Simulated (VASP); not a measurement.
Wanted: the native input for a VASP 6.6.1 run.

| Property | Result |
| --- | --- |
| Task | single point |
| Functional | HSE06 |
| Potentials or basis | VASP PAW PBE potentials, release 64 (C) |
| Cutoff | 520 eV |
| k mesh | 8 × 8 × 8 |
| Occupations | gaussian, width 0.02 eV |
| Spin | no spin polarisation |
| Dipole correction | no |
| Grid for exact exchange (PRECFOCK) | Normal |
| Further INCAR settings | ALGO = Normal; EDIFF = 1e-06; NBANDS = 11 |
| Share of exact exchange | 0.25 |
| Screening parameter | 0.2079 1/Å |

Crystal: C.

```
C
1.0
     0.00000    1.75484    1.75484
     1.75484    0.00000    1.75484
     1.75484    1.75484    0.00000
C
2
Cartesian
  0.0000 0.0000 0.0000
  0.8774 0.8774 0.8774
```

One way to write it, as run:

POSCAR

```
C
1.0
    0.0000000000      1.7548386770      1.7548386770
    1.7548386770      0.0000000000      1.7548386770
    1.7548386770      1.7548386770      0.0000000000
C
2
Direct
    0.0000000000      0.0000000000      0.0000000000
    0.2500000000      0.2500000000      0.2500000000
```

INCAR.step1

```
PREC = Accurate
ENCUT = 520
EDIFF = 1E-5
ISMEAR = 0
SIGMA = 0.02
LREAL = False
LASPH = True
NELM = 80
ALGO = Normal
ISIF = 2
LWAVE = True
LCHARG = False
GGA = PE
NBANDS = 11
```

INCAR.step2

```
PREC = Accurate
ENCUT = 520
EDIFF = 1E-6
ISMEAR = 0
SIGMA = 0.02
LREAL = False
LASPH = True
NELM = 80
ALGO = Normal
ISIF = 2
LWAVE = False
LCHARG = False
GGA = PE
LHFCALC = True
HFSCREEN = 0.2079
PRECFOCK = Normal
ISTART = 1
NBANDS = 11
```

KPOINTS

```
Automatic mesh
0
Gamma
  8 8 8
```

Potentials or basis: VASP PAW PBE potentials, release 64 (C).

The run is started by

```sh
$ cat potpaw_PBE.64/C/POTCAR > POTCAR
$ cp INCAR.step1 INCAR
$ mpirun -np 1 vasp_std > vasp.out
$ cp INCAR.step2 INCAR
$ mpirun -np 1 vasp_std > vasp.out
```

It gave:

```json
{
 "Pressure": "16.2 GPa",
 "Band gap on the k mesh": "5.40 eV (least direct gap 7.12 eV)"
}
```

Caveat: the cell stands under pressure; the PAW data sets were made with another functional, which shifts forces and pressure a little.

It took 4.1 min on 1 thread of Intel(R) Xeon(R) Platinum 8488C (Sapphire Rapids), with other jobs on the host, peak memory 0.21 GiB.
